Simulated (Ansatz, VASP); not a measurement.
## Nb in VASP and in Ansatz

Contents of INCAR:

```
PREC = Accurate
ENCUT = 500
EDIFF = 1E-6
ISMEAR = -1
SIGMA = 0.02
LREAL = F
LASPH = T
NELM = 120
ALGO = Normal
ISIF = 2
LWAVE = F
LCHARG = F
GGA = PE
NBANDS = 12
GGA_COMPAT = F
```

KPOINTS

```
regular mesh
0
Gamma
  4 4 4
```

Contents of POSCAR:

```
Nb
1.0
   -1.6639500000      1.6639500000      1.6639500000
    1.6639500000     -1.6639500000      1.6639500000
    1.6639500000      1.6639500000     -1.6639500000
Nb
1
Direct
    0.0000000000      0.0000000000      0.0000000000
```

The input input.yaml:

```yaml
crystal:
  lattice:
    - [-1.66395, 1.66395, 1.66395]
    - [1.66395, -1.66395, 1.66395]
    - [1.66395, 1.66395, -1.66395]
  atoms:
    - { symbol: Nb, position: [0.0, 0.0, 0.0] }
kpoints:
  mp_grid: { grid: [4, 4, 4] }
scf:
  occupations: { method: fermi_dirac, width: 0.02 }
hamiltonian:
  xc: pbe
  pseudopotentials: { kind: all_electron, lapw: { basis_error: 0.003 } }
output:
  forces: true
  stress: true
  eigenvalues: true
```

Alike in both runs: task single point; functional PBE; k mesh 4 × 4 × 4; occupations fermi-dirac, width 0.02 eV; no spin polarisation.

```csv
,VASP,Ansatz
version,VASP 6.6.1,Ansatz 0.2.0
potentials or method,"VASP PAW PBE potentials, release 64 (Nb_sv), cutoff 500 eV","all-electron LAPW, scalar-relativistic"
```

VASP gave:

| Quantity | Value |
| --- | --- |
| gap on the k mesh at the Fermi level (eV) | none |
| pressure (GPa) | 0.3 |

**Question.** Estimate Ansatz's values.

**Answer.** gap on the k mesh at the Fermi level (eV): none; pressure (GPa): 0.7.

A gap of «none» marks a metal or a gap that the smearing closes. Ansatz ran all-electron here, and VASP with PAW potentials.

The k mesh is coarse, so the values compare programs but aren't converged. Noted on Ansatz's run: the k mesh is thin for a metal, which can move the energy by tens of meV per atom.
